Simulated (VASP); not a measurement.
A run of VASP 6.6.1:

INCAR

```
PREC = Accurate
ENCUT = 400
EDIFF = 1E-6
ISMEAR = 0
SIGMA = 0.1
LREAL = False
LASPH = True
NELM = 120
ALGO = Normal
ISIF = 2
LWAVE = False
LCHARG = True
GGA = PE
LELF = True
LVHAR = True
NBANDS = 21
GGA_COMPAT = False
```

KPOINTS

```
Automatic mesh
0
Gamma
  6 6 4
```

POSCAR

```
Pb
1.0
    4.1800000000      0.0000000000      0.0000000000
    0.0000000000      4.1800000000      0.0000000000
    0.0000000000      0.0000000000      7.5900000000
Pb
2
Direct
    0.0000000000      0.5000000000      0.1950000000
    0.5000000000      0.0000000000      0.8050000000
```

Potentials or basis: VASP PAW PBE potentials, release 64 (Pb_d).

The run is started by

```console
$ cat potpaw_PBE.64/Pb_d/POTCAR > POTCAR
$ mpirun -np 1 vasp_std > vasp.out
```

Hardware: 1 thread of Intel Xeon 8259CL (shared host).

How long does it take, and how much memory?

Wall time 54 s on 1 thread of Intel Xeon 8259CL (shared host), peak memory 0.2 GiB. Counts: scf iterations 14, k points 30.
